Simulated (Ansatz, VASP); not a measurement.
**Two plane-wave programs on Y2Fe**

```
CELL_PARAMETERS angstrom
5.10114 0.00000 0.00000
-2.55057 4.41772 0.00000
0.00000 0.00000 3.10312
ATOMIC_POSITIONS crystal
Y 0.33333 0.66667 0.50000
Y 0.66667 0.33333 0.50000
Fe 0.00000 0.00000 0.00000
```

Alike in both runs: functional PBE; k mesh 6 × 6 × 4; occupations gaussian, width 0.1 eV; collinear spin.

Ansatz relaxed the structure, and its values are those at the end. VASP's run is a single point on that final structure, the one shown.

```csv
,VASP,Ansatz
version,VASP 6.6.1,Ansatz 0.2.0
potentials or method,"VASP PAW PBE potentials, release 64 (Y_sv, Fe), cutoff 520 eV","scalar-relativistic, plane waves, PAW"
valence electrons in the cell,30,38
```

```csv
,VASP,Ansatz,Ansatz less VASP
gap on the k mesh at the Fermi level (eV),none,none,-
pressure (GPa),0.0,0.0,+0.05
net moment per atom (μB),0.75,0.76,+0.011
size of the moment on the site where the two differ most (μB),2.92,3.02,+0.100
```

Site moments also hang on the region over which each program counts them. A gap of «none» marks a metal or a gap that the smearing closes. With one functional, cell and mesh, what is left measures potentials, basis and numerics. VASP's potentials hold 30 valence electrons a cell and Ansatz's 38, so a difference there can come from the potentials and not from the codes.

The k mesh is coarse, so the values compare programs but aren't converged.
